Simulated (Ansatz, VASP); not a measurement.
## Si8O17 in VASP and in Ansatz

```
Si O
1.0
    -4.15200   -4.15200    0.00000
     4.15200   -4.15200    0.00000
     0.00000    0.00000    5.31800
Si O
8 17
Direct
  0.49832 0.50722 0.99983
  0.98494 0.51689 0.22640
  0.52735 0.49742 0.50468
  0.00507 0.50663 0.74999
  0.99319 0.01383 0.99271
  0.50043 0.00395 0.24677
  0.99601 0.01079 0.49343
  0.49915 0.00575 0.74823
  0.19517 0.50927 0.99357
  0.00016 0.21424 0.24519
  0.80356 0.51090 0.98673
  0.97159 0.83021 0.23220
  0.23765 0.43190 0.55905
  0.98934 0.20006 0.74948
  0.81788 0.50349 0.49744
  0.99817 0.81272 0.74511
  0.69016 0.00574 0.99569
  0.52475 0.69911 0.24801
  0.30192 0.00431 0.99833
  0.50732 0.31221 0.24756
  0.69258 0.00954 0.49788
  0.50285 0.69976 0.74454
  0.30362 0.01189 0.49595
  0.52689 0.30538 0.76106
  0.18015 0.62537 0.41304
```

Alike in both runs: functional PBEsol; k mesh 2 × 2 × 3; occupations gaussian, width 0.02 eV; collinear spin.

Ansatz relaxed the structure, and its values are those at the end. VASP's run is a single point on that final structure, the one shown.

|  | VASP | Ansatz |
| --- | --- | --- |
| version | VASP 6.6.1 | Ansatz 0.2.0 |
| potentials or method | VASP PAW PBE potentials, release 64 (Si, O), cutoff 520 eV | scalar-relativistic, plane waves, PAW |
| valence electrons in the cell | 134 | 134 |

|  | VASP | Ansatz | Ansatz less VASP |
| --- | --- | --- | --- |
| rms of the force components (eV/Å) | 0.064 | 0.003 | -0.0605 |
| net moment per atom (μB) | 0.00 | 0.00 | 0.000 |

VASP's potentials were made for PBE, not for PBEsol, and Ansatz warns of the same on its side. Ansatz's warnings: seeded moment not kept.

The k mesh is coarse, so the values compare programs but aren't converged.
